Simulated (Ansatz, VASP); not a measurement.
## Ca2CdS3 in VASP and in Ansatz

INCAR

```
PREC = Accurate ; ENCUT = 520
EDIFF = 1E-7 ; ISMEAR = 0
SIGMA = 0.1 ; LREAL = F
LASPH = T ; NELM = 100
ALGO = Normal ; ISIF = 2
LWAVE = F ; LCHARG = T
GGA = PE ; LELF = T
LVHAR = T ; NBANDS = 34
```

Contents of KPOINTS:

```
Automatic mesh
0
Gamma
  3 3 4
```

The input POSCAR:

```
Ca2CdS3
1.0
    6.5671782500      0.0000000000      0.0000000000
   -3.2835891200      5.6873431900      0.0000000000
    0.0000000000      0.0000000000      3.7902378400
Ca Cd S
2 1 3
Direct
    0.3333333300      0.6666666700      0.5000000000
    0.6666666700      0.3333333300      0.5000000000
    0.0000000000      0.0000000000      0.5000000000
    0.5000000000      0.5000000000      0.0000000000
    0.5000000000      0.0000000000      0.0000000000
    0.0000000000      0.5000000000      0.0000000000
```

Input for Ansatz:

```yaml
crystal:
  lattice:
    - [6.56717825, 0.0, 0.0]
    - [-3.28358912, 5.68734319, 0.0]
    - [0.0, 0.0, 3.79023784]
  atoms:
    - { symbol: Ca, position: [0.33333333, 0.66666667, 0.5] }
    - { symbol: Ca, position: [0.66666667, 0.33333333, 0.5] }
    - { symbol: Cd, position: [0.0, 0.0, 0.5] }
    - { symbol: S, position: [0.5, 0.5, 0.0] }
    - { symbol: S, position: [0.5, 0.0, 0.0] }
    - { symbol: S, position: [0.0, 0.5, 0.0] }
basis:
  ecutwfc: 420
kpoints:
  mp_grid: { grid: [3, 3, 4] }
hamiltonian:
  xc: pbe
scf:
  occupations: { method: gaussian, width: 0.1 }
  lower_state_search: "off"
output:
  forces: true
  stress: true
  eigenvalues: true
```

Change from the starting cell: species swapped into the LuB2Rh3 type (P6/mmm, No. 191).

Alike in both runs: task single point; functional PBE; k mesh 3 × 3 × 4; occupations gaussian, width 0.1 eV; no spin polarisation.

```csv
,VASP,Ansatz
version,VASP 6.6.1,Ansatz 0.2.0
potentials or method,"VASP PAW PBE potentials, release 64 (Ca_sv, Cd, S), cutoff 520 eV","scalar-relativistic, plane waves, PAW"
valence electrons in the cell,50,58
```

```csv
,VASP,Ansatz,Ansatz less VASP
gap on the k mesh at the Fermi level (eV),none,none,-
pressure (GPa),5.8,5.6,-0.17
"traceless stress, the component that is largest in VASP (GPa)",2.08,1.99,-0.097
```

A gap of «none» marks a metal or a gap that the smearing closes. VASP's potentials hold 50 valence electrons a cell and Ansatz's 58, so a difference there can come from the potentials and not from the codes.

The k mesh is coarse, so the values compare programs but aren't converged.
